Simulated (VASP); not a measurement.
# Pt (Fm-3m) in VASP: a series of runs, part 2 of 2

VASP 6.6.1. The steps go on from the part before.

**3. Single point, PBEsol**

This run uses another cell than the first one, of 15.14 Å³/atom, 1.024 times its volume.

Input file INCAR:

```
SYSTEM = Pt
ALGO = Normal
EDIFF = 1E-6
ENCUT = 520
GGA = PS
ISIF = 2
ISMEAR = 0
LASPH = .True.
LCHARG = .True.
LELF = .True.
LREAL = .False.
LVHAR = .True.
LWAVE = .False.
NBANDS = 11
NELM = 100
PREC = Accurate
SIGMA = 0.1
```

Input file KPOINTS:

```
k-points
0
Gamma
  18 18 18
  0 0 0
```

Input file POSCAR:

```
Pt
1.0
    0.0000000000      1.9636382928      1.9636382928
    1.9636382928      0.0000000000      1.9636382928
    1.9636382928      1.9636382928      0.0000000000
Pt
1
Direct
    0.0000000000      0.0000000000      0.0000000000
```

Potentials or basis: VASP PAW PBE potentials, release 64 (Pt).

Command:

```
cat potpaw_PBE.64/Pt/POTCAR > POTCAR
mpirun -np 1 vasp_std > vasp.out
```

OUTCAR:

```text
SYSTEM = Pt
   EDIFF = 1E-6
   ENCUT = 520
   GGA = PS
   ISIF = 2
   ISMEAR = 0
   LASPH = .True.
   LREAL = .False.
   NELM = 100
   PREC = Accurate

 ion  position               nearest neighbor table
   1  0.000  0.000  0.000-

  LATTYP: Found a face centered cubic cell.
 ALAT       =     3.9272765856

  Lattice vectors:

 A1 = (   0.0000000000,   1.9636382928,   1.9636382928)
 A2 = (   1.9636382928,   0.0000000000,   1.9636382928)
 A3 = (   1.9636382928,   1.9636382928,   0.0000000000)

Analysis of symmetry for initial positions (statically):
=====================================================================
 Subroutine PRICEL returns:
 Original cell was already a primitive cell.

 Routine SETGRP: Setting up the symmetry group for a
 face centered cubic supercell.

 Subroutine GETGRP returns: Found 48 space group operations
 (whereof 48 operations were pure point group operations)
 out of a pool of 48 trial point group operations.

The static configuration has the point symmetry O_h .

Analysis of symmetry for dynamics (positions and initial velocities):
=====================================================================
 Subroutine PRICEL returns:
 Original cell was already a primitive cell.

 Routine SETGRP: Setting up the symmetry group for a
 face centered cubic supercell.

 Subroutine GETGRP returns: Found 48 space group operations
 (whereof 48 operations were pure point group operations)
 out of a pool of 48 trial point group operations.

The dynamic configuration has the point symmetry O_h .

 Subroutine INISYM returns: Found 48 space group operations
 (whereof 48 operations are pure point group operations),
 and found     1 'primitive' translations

----------------------------------------------------------------------------------------

                                     Primitive cell

  volume of cell :      15.1431

  direct lattice vectors                    reciprocal lattice vectors
     0.000000000  1.963638293  1.963638293    -0.254629379  0.254629379  0.254629379
     1.963638293  0.000000000  1.963638293     0.254629379 -0.254629379  0.254629379
     1.963638293  1.963638293  0.000000000     0.254629379  0.254629379 -0.254629379

  length of vectors
     2.777003905  2.777003905  2.777003905     0.441031022  0.441031022  0.441031022

  position of ions in fractional coordinates (direct lattice)
     0.000000000  0.000000000  0.000000000

  ion indices of the primitive-cell ions
   primitive index   ion index
                 1           1

----------------------------------------------------------------------------------------

 KPOINTS: k-points

Automatic generation of k-mesh.
 Grid dimensions read from file:
 generate k-points for:   18   18   18

 Generating k-lattice:

  Cartesian coordinates                     Fractional coordinates (reciprocal lattice)
    -0.014146077  0.014146077  0.014146077     0.055555556  0.000000000  0.000000000
     0.014146077 -0.014146077  0.014146077     0.000000000  0.055555556  0.000000000
     0.014146077  0.014146077 -0.014146077     0.000000000  0.000000000  0.055555556

  Length of vectors
     0.024501723  0.024501723  0.024501723

  Shift w.r.t. Gamma in fractional coordinates (k-lattice)
     0.000000000  0.000000000  0.000000000

 Subroutine IBZKPT returns following result:
 ===========================================

 Found    195 irreducible k-points:

 Following reciprocal coordinates:
            Coordinates               Weight
  0.000000  0.000000  0.000000      1.000000
  0.055556  0.000000  0.000000      8.000000
  0.111111  0.000000  0.000000      8.000000
  0.166667  0.000000  0.000000      8.000000
  0.222222  0.000000  0.000000      8.000000
  0.277778  0.000000  0.000000      8.000000
[... 16 lines left out ...]
 -0.277778  0.055556  0.000000     24.000000
 -0.222222  0.055556  0.000000     24.000000
 [... further k-points ...]
   k-points           NKPTS =    195   k-points in BZ     NKDIM =    195   number of bands    NBANDS=     11
   number of dos      NEDOS =    301   number of ions     NIONS =      1
   total plane-waves  NPLWV =  13824
   dimension x,y,z NGX =    24 NGY =   24 NGZ =   24
   dimension x,y,z NGXF=    48 NGYF=   48 NGZF=   48
   ions per type =               1
   NGX,Y,Z   is equivalent  to a cutoff of  14.37, 14.37, 14.37 a.u.
   NGXF,Y,Z  is equivalent  to a cutoff of  28.74, 28.74, 28.74 a.u.
 SYSTEM =  Pt
   PREC   = accura    normal or accurate (medium, high low for compatibility)
   ISTART =      0    job   : 0-new  1-cont  2-samecut
   ICHARG =      2    charge: 1-file 2-atom 10-const
   ISPIN  =      1    spin polarized calculation?
   LNONCOLLINEAR =      F non collinear calculations
   LSORBIT =      F    spin-orbit coupling
   LASPH  =      T    aspherical Exc in radial PAW
   ENCUT  =  520.0 eV  38.22 Ry    6.18 a.u.   5.16  5.16  5.16*2*pi/ulx,y,z
   NELM   =    100;   NELMIN=  2; NELMDL= -5     # of ELM steps
   EDIFF  = 0.1E-05   stopping-criterion for ELM
   LREAL  =      F    real-space projection
   EDIFFG = 0.1E-04   stopping-criterion for IOM
   NSW    =      0    number of steps for IOM
   IBRION =     -1    ionic relax: 0-MD 1-quasi-New 2-CG
   NFREE  =      0    steps in history (QN), initial steepest desc. (CG)
   ISIF   =      2    stress and relaxation
   ISYM   =      2    0-nonsym 1-usesym 2-fastsym
   POTIM  = 0.5000    time-step for ionic-motion
   TEBEG  =    0.0;   TEEND  =   0.0 temperature during run
   PSTRESS=    0.0 pullay stress
   NELECT =      10.0000    total number of electrons
   NUPDOWN=      -1.0000    fix difference up-down
   EMIN   =  10.00;   EMAX   =-10.00  energy-range for DOS
   EFERMI =   0.00;   METHOD = LEGACY
   ISMEAR =     0;   SIGMA  =   0.10  broadening in eV -4-tet -1-fermi 0-gaus
   EFERMI_NEDOS =   21; number of points for ismear=-14 and -15
   IALGO  =     38    algorithm
   IMIX   =      4    mixing-type and parameters
     AMIX     =   0.40;   BMIX     =  1.00
     AMIX_MAG =   1.60;   BMIX_MAG =  1.00
  volume/ion in A,a.u.               =      15.14       102.19
  Fermi-wavevector in a.u.,A,eV,Ry     =   1.425619  2.694028 27.652321  2.032388
  Thomas-Fermi vector in A             =   2.545983
   LORBIT       =      0    0 simple, 1 ext, 2 COOP (PROOUT), +10 PAW based schemes
   GGA     = PS    functional components
   LHFCALC =     F    Hartree Fock is set to
   AEXX    =    0.0000 exact exchange contribution
   IVDW    =     0    specifies the selected vdW correction
   LEPSILON=     F    determine dielectric tensor
   LRPA    =     F    only Hartree local field effects (RPA)
 non-spin polarized calculation
 Gauss-broadening in eV      SIGMA  =   0.10
  energy-cutoff  :      520.00
  volume of cell :       15.14
 maximum number of plane-waves:       419
 NGX is ok and might be reduce to    24
   NGX = 11   NGY = 11   NGZ = 11

 number of electron      10.0000000 magnetization

 Free energy of the ion-electron system (eV)
  ---------------------------------------------------
  ext. energy  EPLUGINS =         0.00000000
  ---------------------------------------------------
  free energy    TOTEN  =        -6.96462764 eV

  energy without entropy =       -6.95386157  energy(sigma->0) =       -6.95924461

 E-fermi :  11.0184     XC(G=0): -13.6042

 val. band max:       11.0175705847   @ k =  -0.3333   0.3889   0.1111
 cond. band min:      11.0326986089   @ k =   0.5000   0.5000   0.0000
 fundamental gap:      0.0151280242
 Fermi energy:        11.0183981170

 k-point     1 :       0.0000    0.0000    0.0000
  band No.  band energies     occupation
      1       0.7677      2.00000
      2       7.2357      2.00000
      3       7.2357      2.00000
      4       7.2357      2.00000
      5       9.3992      2.00000
      6       9.3992      2.00000
      7      25.6534      0.00000
      8      30.5869      0.00000
      9      30.5869      0.00000
     10      30.5869      0.00000
     11      35.8709      0.00000

 k-point     2 :       0.0556    0.0000    0.0000
  band No.  band energies     occupation
      1       0.8918      2.00000
      2       7.1796      2.00000
      3       7.2854      2.00000
      4       7.2854      2.00000
      5       9.3710      2.00000
      6       9.3710      2.00000
      7      25.8472      0.00000
      8      29.9131      0.00000
      9      30.7773      0.00000
     10      30.7773      0.00000
     11      36.6122      0.00000
[... 295 lines left out ...]
 k-point    24 :      -0.2222    0.0556    0.0000
  band No.  band energies     occupation
      1       2.8117      2.00000
      2       6.7378      2.00000
      3       7.6287      2.00000
      4       7.6969      2.00000
      5       9.2015      2.00000
      6       9.8800      2.00000
      7      24.6361      0.00000
      8      27.5375      0.00000
      9      32.0009      0.00000
     10      33.4302      0.00000
     11      34.6822      0.00000

 [... further k-points ...]
[... 5 lines left out ...]
  --------------------------------------------------------------------------------------
  -------------------------------------------------------------------------------------
  Total       -0.2280323     -0.2280323     -0.2280323      0.0000000      0.0000000     -0.0000000
  in kB      -24.1263944    -24.1263944    -24.1263944      0.0000000      0.0000000     -0.0000000
  external PRESSURE =     -24.1263944 kB  Pullay stress =       0.0000000 kB

 VOLUME and BASIS-vectors are now :
 -----------------------------------------------------------------------------
  energy-cutoff  :      520.00
  volume of cell :       15.14
      direct lattice vectors                 reciprocal lattice vectors
     0.000000000  1.963638293  1.963638293    -0.254629379  0.254629379  0.254629379
     1.963638293  0.000000000  1.963638293     0.254629379 -0.254629379  0.254629379
     1.963638293  1.963638293  0.000000000     0.254629379  0.254629379 -0.254629379

 POSITION                                       TOTAL-FORCE (eV/Angst)
 -----------------------------------------------------------------------------------
      0.00000      0.00000      0.00000         0.000000     -0.000000     -0.000000
 -----------------------------------------------------------------------------------
    total drift:                               -0.000000      0.000000     -0.000000

  FREE ENERGIE OF THE ION-ELECTRON SYSTEM (eV)
  ---------------------------------------------------
  free  energy   TOTEN  =        -6.9646276417 eV

  energy  without entropy=       -6.9538615737  energy(sigma->0) =       -6.95924461
```

Run time: 15 s. Hardware: 1 thread of Intel Xeon Platinum 8488C (Sapphire Rapids), shared host; peak memory 0.17 GiB.

What came out:

```
Free energy            : -6.9646 eV
Pressure               : -2.4 GPa
Band gap on the k mesh : zero (band 5 reaches 11.51 eV, above the bottom of band 6 at 9.29 eV)
```

Levels at points of the mesh, in eV from the Fermi level:
```tsv
k point	band 1	band 2	band 3	band 4	band 5	band 6	band 7	band 8	band 9	band 10
(0.00, 0.00, 0.00)	-10.25	-3.78	-3.78	-3.78	-1.62	-1.62	14.64	19.57	19.57	19.57
(0.50, 0.00, 0.00)	-7.33	-3.84	-3.84	-0.53	0.04	0.04	5.77	14.19	18.91	18.91
(0.50, 0.50, 0.00)	-7.06	-6.61	0.01	0.49	0.49	1.72	8.78	11.32	11.32	20.04
```

Caveat: the PAW data sets were made with another functional, which shifts forces and pressure a little; spin-orbit coupling is left out, which moves the levels of the heavy elements.

**4. Relaxation of cell and atoms, PBEsol, target pressure 40 GPa, at which the enthalpy is minimised**

This run uses another cell than the first one, of 13.49 Å³/atom, 0.912 times its volume.

Input file INCAR:

```
SYSTEM = Pt
PREC     = Accurate       ! precision mode
ENCUT    = 600            ! plane-wave cutoff, eV
EDIFF    = 1E-7           ! SCF threshold, eV
ISMEAR   = 0              ! smearing method
SIGMA    = 0.1            ! smearing width, eV
LREAL    = .False.        ! projectors in reciprocal space
LASPH    = .True.         ! aspherical terms in the spheres
NELM     = 80             ! most SCF steps
ALGO     = Normal         ! electronic algorithm
ISIF     = 3              ! what is computed and relaxed
LWAVE    = .False.        ! write WAVECAR
LCHARG   = .False.        ! write CHGCAR
GGA      = PS             ! functional
IBRION   = 2              ! ionic algorithm
NSW      = 70             ! ionic steps
EDIFFG   = -0.008         ! ionic threshold
PSTRESS  = 400.0
```

Input file KPOINTS:

```
regular mesh
0
Gamma
  18 18 18
  0 0 0
```

Input file POSCAR:

```
Pt
1.0
    0.0000000000      1.8892367075      1.8892367075
    1.8892367075      0.0000000000      1.8892367075
    1.8892367075      1.8892367075      0.0000000000
Pt
1
Direct
    0.0000000000      0.0000000000      0.0000000000
```

Potentials or basis: VASP PAW PBE potentials, release 64 (Pt).

Command:

```
cat potpaw_PBE.64/Pt/POTCAR > POTCAR
mpirun -np 1 vasp_std > vasp.out
```

OUTCAR:

```text
SYSTEM = Pt
   PREC = Accurate
   ENCUT = 600
   EDIFF = 1E-7
   ISMEAR = 0
   LREAL = .False.
   LASPH = .True.
   NELM = 80
   ISIF = 3
   GGA = PS
   IBRION = 2
   NSW = 70
   EDIFFG = -0.008
   PSTRESS = 400.0

 ion  position               nearest neighbor table
   1  0.000  0.000  0.000-

  LATTYP: Found a face centered cubic cell.
 ALAT       =     3.7784734150

  Lattice vectors:

 A1 = (   0.0000000000,   1.8892367075,   1.8892367075)
 A2 = (   1.8892367075,   0.0000000000,   1.8892367075)
 A3 = (   1.8892367075,   1.8892367075,   0.0000000000)

Analysis of symmetry for initial positions (statically):
=====================================================================
 Subroutine PRICEL returns:
 Original cell was already a primitive cell.

 Routine SETGRP: Setting up the symmetry group for a
 face centered cubic supercell.

[... 247 lines left out ...]

  energy without entropy =       -6.78987709  energy(sigma->0) =       -6.79427442

 E-fermi :  13.3294     XC(G=0): -14.2777

 val. band max:       13.3261398342   @ k =  -0.3889   0.3889   0.1667
 cond. band min:      13.3325556714   @ k =  -0.3333   0.3889   0.1111
 fundamental gap:      0.0064158372
 Fermi energy:        13.3293814094

 k-point     1 :       0.0000    0.0000    0.0000
  band No.  band energies     occupation
      1       1.7353      2.00000
      2       8.7832      2.00000
      3       8.7832      2.00000
      4       8.7832      2.00000
      5      11.3839      2.00000
      6      11.3839      2.00000
      7      27.5588      0.00000
      8      33.1464      0.00000
      9      33.1464      0.00000
[... 265 lines left out ...]
 k-point    24 :      -0.2222    0.0556    0.0000
  band No.  band energies     occupation
      1       3.9701      2.00000
      2       8.1882      2.00000
      3       9.2395      2.00000
      4       9.3209      2.00000
      5      11.1164      2.00000
      6      11.9451      2.00000
      7      27.4355      0.00000
      8      30.1357      0.00000
      9      35.4356      0.00000

 [... further k-points ...]
[... 5 lines left out ...]
  --------------------------------------------------------------------------------------
  -------------------------------------------------------------------------------------
  Total        3.3775859      3.3775859      3.3775859      0.0000000      0.0000000     -0.0000000
  in kB      399.9719825    399.9719825    399.9719825      0.0000000      0.0000000     -0.0000000
  external PRESSURE =      -0.0280175 kB  Pullay stress =     400.0000000 kB
[... 20 lines left out ...]
  energy  without entropy=       -6.7898770874  energy(sigma->0) =       -6.79427442

  enthalpy is  TOTEN    =        -3.4208492639 eV   P V=        3.3778224915

 reached required accuracy - stopping structural energy minimisation
```

CONTCAR:

```text
Pt
   1.00000000000000
     0.0000000000000000    1.8912653803177164    1.8912653803177164
     1.8912653803177164    0.0000000000000000    1.8912653803177164
     1.8912653803177164    1.8912653803177164    0.0000000000000000
  Pt
     1
Direct
     0.0000000000000000    0.0000000000000000    0.0000000000000000

  0.00000000E+00  0.00000000E+00  0.00000000E+00
```

Wall time 28 s (1 thread of Intel Xeon Platinum 8488C (Sapphire Rapids), shared host); peak memory 0.18 GiB.

What came out:

| Property | Result |
| --- | --- |
| Free energy | -6.7987 eV |
| Relaxed volume | 13.53 Å³/atom |
| Relaxed cell | a = 2.675 Å, b = 2.675 Å, c = 2.675 Å, α = 60.00°, β = 60.00°, γ = 60.00° |
| Space group after relaxing (to 0.05 Å) | Fm-3m (No. 225) |
| Energy change on relaxing (the enthalpy is what falls) | -11.1 meV/atom |
| Ionic steps | 3 |
| Pressure after relaxing | 40.0 GPa |
| Band gap on the k mesh | zero (band 5 reaches 13.95 eV, above the bottom of band 6 at 11.24 eV) |

Step by step:
```tsv
step	energy change (eV)	largest force (eV/Å)	pressure (GPa)	volume (Å³)
1	0.0000	0.0000	41.59	13.49
2	-0.0605	0.0000	32.41	13.75
3	-0.0111	0.0000	40.00	13.53
```

Final structure:
```yaml
crystal:
  lattice:
    - [0.00000, 1.89127, 1.89127]
    - [1.89127, 0.00000, 1.89127]
    - [1.89127, 1.89127, 0.00000]
  atoms:
    - { symbol: Pt, position: [0.00000, 0.00000, 0.00000] }
```

Caveat: the cell is relaxed towards a set pressure, so the enthalpy falls and the energy may rise; the PAW data sets were made with another functional, which shifts forces and pressure a little; spin-orbit coupling is left out, which moves the levels of the heavy elements. Zero-point motion and thermal expansion aren't in these numbers.

**5. Relaxation of cell and atoms, PBEsol, target pressure 20 GPa, at which the enthalpy is minimised**

This run uses another cell than the first one, of 14.15 Å³/atom, 0.957 times its volume.

Input file INCAR:

```
SYSTEM = Pt
  ALGO = Fast
  EDIFF = 1E-7
  EDIFFG = -0.008
  ENCUT = 600
  GGA = PS
  IBRION = 2
  ISIF = 3
  ISMEAR = 0
  LASPH = .True.
  LCHARG = .False.
  LREAL = .False.
  LWAVE = .False.
  NELM = 60
  NSW = 70
  PREC = Accurate
  PSTRESS = 200.0
  SIGMA = 0.1
```

Input file KPOINTS:

```
k-points
0
Gamma
  18 18 18
  0 0 0
```

Input file POSCAR:

```
Pt
1.0
    0.0000000000      1.9197377648      1.9197377648
    1.9197377648      0.0000000000      1.9197377648
    1.9197377648      1.9197377648      0.0000000000
Pt
1
Direct
    0.0000000000      0.0000000000      0.0000000000
```

Command:

```
cat potpaw_PBE.64/Pt/POTCAR > POTCAR
mpirun -np 1 vasp_std > vasp.out
```

It took 30 s on 1 thread of Intel Xeon Platinum 8488C (Sapphire Rapids), shared host; peak memory 0.17 GiB.

It converged, with:

```
Free energy                                            : -6.9149 eV
Relaxed volume                                         : 14.16 Å³/atom
Relaxed cell                                           : a = 2.716 Å, b = 2.716 Å, c = 2.716 Å, α = 60.00°, β = 60.00°, γ = 60.00°
Space group after relaxing (to 0.05 Å)                 : Fm-3m (No. 225)
Energy change on relaxing (the enthalpy is what falls) : -1.1 meV/atom
Ionic steps                                            : 3
Pressure after relaxing                                : 20.0 GPa
Band gap on the k mesh                                 : zero (band 5 reaches 12.92 eV, above the bottom of band 6 at 10.43 eV)
```

The path:
| step | energy change (eV) | largest force (eV/Å) | pressure (GPa) | volume (Å³) |
| --- | --- | --- | --- | --- |
| 1 | 0.0000 | 0.0000 | 20.28 | 14.15 |
| 2 | -0.0062 | 0.0000 | 18.85 | 14.20 |
| 3 | -0.0011 | 0.0000 | 19.99 | 14.16 |

Final structure:
```
CELL_PARAMETERS angstrom
0.00000 1.92015 1.92015
1.92015 0.00000 1.92015
1.92015 1.92015 0.00000
ATOMIC_POSITIONS crystal
Pt 0.00000 0.00000 0.00000
```

Levels at points of the mesh, in eV from the Fermi level:
| k point | band 2 | band 3 | band 4 | band 5 | band 6 | band 7 | band 8 | band 9 |
| --- | --- | --- | --- | --- | --- | --- | --- | --- |
| (0.00, 0.00, 0.00) | -4.22 | -4.22 | -4.22 | -1.81 | -1.81 | 14.42 | 19.74 | 19.74 |
| (0.50, 0.00, 0.00) | -4.30 | -4.30 | -0.82 | 0.05 | 0.05 | 6.30 | 13.99 | 19.36 |
| (0.50, 0.50, 0.00) | -7.35 | 0.03 | 0.56 | 0.56 | 1.58 | 9.54 | 11.53 | 11.53 |

Caveat: the cell is relaxed towards a set pressure, so the enthalpy falls and the energy may rise; the PAW data sets were made with another functional, which shifts forces and pressure a little; spin-orbit coupling is left out, which moves the levels of the heavy elements.

**6. The runs side by side**

```csv
task,cell,cutoff (eV),gap on the mesh (eV),pressure (GPa)
single point,"a = 2.755 Å, angles 60.0°, 1 atom",520,none,4.7
single point,"a = 2.777 Å, angles 60.0°, 1 atom",520,none,-2.4
relaxation of cell and atoms,"relaxed to 40 GPa from a = 2.672 Å, angles 60.0°, 1 atom",600,none,40.0
relaxation of cell and atoms,"relaxed to 20 GPa from a = 2.715 Å, angles 60.0°, 1 atom",600,none,20.0
```

Alike in all rows: level PBEsol; potentials or basis VASP PAW PBE potentials, release 64 (Pt); no spin polarisation; k mesh 18 × 18 × 18; smearing gaussian 0.1 eV.

Caveats: the PAW data sets were made with another functional, which shifts forces and pressure a little; spin-orbit coupling is left out, which moves the levels of the heavy elements; the cell is relaxed towards a set pressure, so the enthalpy falls and the energy may rise (some runs).

Absolute energies hang on the potentials; compare differences alone.
